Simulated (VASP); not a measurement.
Write the native input for VASP 6.6.1 that does the following.

* Task: single point
* Functional: PBE
* Potentials or basis: VASP PAW PBE potentials, release 64 (Hf_pv)
* Cutoff: 520 eV
* k mesh: 10 × 10 × 5
* Occupations: gaussian, width 0.028 eV
* Spin: no spin polarisation
* Dipole correction: no
* Further INCAR settings: ALGO = Normal; EDIFF = 1e-06; NBANDS = 17

The structure of Hf lies in POSCAR:

```
Hf
1.0
    3.1967000000      0.0000000000      0.0000000000
   -1.5983500000      2.7684234083      0.0000000000
    0.0000000000      0.0000000000      5.0578000000
Hf
2
Direct
    0.6666666667      0.3333333333      0.7500000000
    0.3333333333      0.6666666667      0.2500000000
```

These files were run (other wordings do the same):

INCAR

```
  ALGO = Normal
  EDIFF = 1E-6
  ENCUT = 520
  GGA = PE
  ISIF = 2
  ISMEAR = 0
  LASPH = T
  LCHARG = F
  LREAL = F
  LWAVE = F
  NBANDS = 17
  NELM = 100
  PREC = Accurate
  SIGMA = 0.028000000000000004
```

KPOINTS

```
k-points
0
Gamma
  10 10 5
```

Potentials or basis: VASP PAW PBE potentials, release 64 (Hf_pv).

Run with:

```console
$ cat potpaw_PBE.64/Hf_pv/POTCAR > POTCAR
$ mpirun -np 1 vasp_std > vasp.out
```

Results of the run:

```json
{
 "Pressure": "0.2 GPa",
 "Band gap on the k mesh": "zero (band 10 reaches 6.10 eV, above the bottom of band 11 at 4.60 eV)"
}
```

Caveat: spin-orbit coupling is left out, which moves the levels of the heavy elements.

Run time: 9 s on 1 thread of Intel(R) Xeon(R) 6975P-C (Granite Rapids) (shared host), peak memory 0.16 GiB.
